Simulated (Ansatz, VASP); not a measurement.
**Ti: VASP beside Ansatz**

```
Ti
1.0
     0.00000   -3.21023    3.21023
     3.21023   -3.21023    0.00000
     3.21023    0.00000    3.21023
Ti
4
Direct
  0.00000 0.00000 0.00000
  0.25000 0.25000 0.25000
  0.50000 0.50000 0.50000
  0.75000 0.75000 0.75000
```

Alike in both runs: task single point; functional PBEsol; k mesh 10 × 10 × 10; occupations gaussian, width 0.15 eV; no spin polarisation.

|  | VASP | Ansatz |
| --- | --- | --- |
| version | VASP 6.6.1 | Ansatz 0.2.0 |
| potentials or method | VASP PAW PBE potentials, release 64 (Ti_sv), cutoff 520 eV | scalar-relativistic, plane waves, PAW |
| valence electrons in the cell | 48 | 48 |

```csv
,VASP,Ansatz,Ansatz less VASP
gap on the k mesh at the Fermi level (eV),none,none,-
pressure (GPa),-0.2,0.1,+0.25
```

VASP's potentials were made for PBE, not for PBEsol. A gap of «none» marks a metal or a gap that the smearing closes. With one functional, cell and mesh, what is left measures potentials, basis and numerics.
